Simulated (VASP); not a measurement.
A run of VASP 6.6.1 is set up as follows.

Contents of INCAR:

```
SYSTEM = InSb
ALGO = Normal ; EDIFF = 1E-6
ENCUT = 520 ; GGA = PE
ISIF = 2 ; ISMEAR = 0
ISPIN = 2 ; LASPH = .True.
LCHARG = .True. ; LELF = .True.
LORBIT = 11 ; LREAL = .False.
LVHAR = .True. ; LWAVE = .False.
MAGMOM = 0.5 0.5 ; NBANDS = 20
NELM = 150 ; PREC = Accurate
SIGMA = 0.05
```

KPOINTS

```
k-points
0
Gamma
  1 1 13
  0 0 0
```

Contents of POSCAR:

```
InSb
1.0
    9.0000000000      0.0000000000      0.0000000000
    0.0000000000      9.3000000000      0.0000000000
    0.0000000000      0.0000000000      5.1713537633
In Sb
1 1
Direct
    0.5000000000      0.5000000000      0.0000000000
    0.5000000000      0.5000000000      0.5000000000
```

Potentials or basis: VASP PAW PBE potentials, release 64 (In_d, Sb).

The run is started by

```sh
$ cat potpaw_PBE.64/In_d/POTCAR potpaw_PBE.64/Sb/POTCAR > POTCAR
$ mpirun -np 1 vasp_std > vasp.out
```

What does it give for the site moments?

In +0.05; Sb +0.27 μB.

What does it give for the net moment?

0.77 μB per cell.
